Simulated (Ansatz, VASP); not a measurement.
# BaTe: VASP beside Ansatz

```
CELL_PARAMETERS angstrom
0.00000 3.91416 3.91416
3.91416 0.00000 3.91416
3.91416 3.91416 0.00000
ATOMIC_POSITIONS crystal
Ba 0.00000 0.00000 0.00000
Te 0.25000 0.25000 0.25000
```

Alike in both runs: task single point; functional r2SCAN; k mesh 6 × 6 × 6; no spin polarisation.

```csv
,VASP,Ansatz
version,VASP 6.6.1,Ansatz 0.2.0
potentials or method,"VASP PAW PBE potentials, release 64 (Ba_sv, Te)","plane waves, PAW"
plane-wave cutoff (eV),550,500
occupations,"gaussian, width 0.01 eV",fixed
valence electrons in the cell,16,26
```

```tsv
	VASP	Ansatz	Ansatz less VASP
gap on the k mesh at the Fermi level (eV)	2.95	2.94	-0.008
pressure (GPa)	0.2	0.0	-0.20
```

VASP's potentials were made for PBE, not for r2SCAN. VASP's potentials hold 16 valence electrons a cell and Ansatz's 26, so a difference there can come from the potentials and not from the codes.

Spin-orbit coupling is off throughout.
